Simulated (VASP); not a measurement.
MoS2, 3 atoms in the cell. The structure is trigonal, space group R3m (No. 160). The conventional cell has a = 3.186 Å, b = 3.186 Å, c = 18.602 Å, α = 90.00°, β = 90.00°, γ = 120.00°. Within 3.2 Å of Mo (site symmetry 3m) lie 6 S at 2.41 Å and 6 Mo at 3.19 Å. S (site symmetry 3m) has 3 Mo at 2.41 Å and 7 S at 3.11 to 3.19 Å within 3.2 Å. Within 3.2 Å of S (site symmetry 3m) lie 3 Mo at 2.41 Å and 7 S at 3.11 to 3.19 Å. 

| Quantity | Value |
| --- | --- |
| Program | VASP 6.6.1 |
| Task | single point |
| Functional | PBEsol |
| Potentials or basis | VASP PAW PBE potentials, release 64 (Mo_sv, S) |
| Cutoff | 520 eV |
| k mesh | 11 × 11 × 11 |
| Occupations | methfessel-paxton, width 0.1 eV |
| Spin | no spin polarisation |
| Dipole correction | no |
| Further INCAR settings | ALGO = Normal; EDIFF = 1e-06; NBANDS = 20 |

Potentials or basis: VASP PAW PBE potentials, release 64 (Mo_sv, S).

The run is started by

```sh
$ cat potpaw_PBE.64/Mo_sv/POTCAR potpaw_PBE.64/S/POTCAR > POTCAR
$ mpirun -np 1 vasp_std > vasp.out
```

Hardware: 1 thread of Intel Xeon 8259CL, with other jobs on the host.

Task: How long does it take, and how much memory?

Result: Run time: 13 min on 1 thread of Intel Xeon 8259CL (shared host), peak memory 0.41 GiB. Counts: scf iterations 14, k points 146.
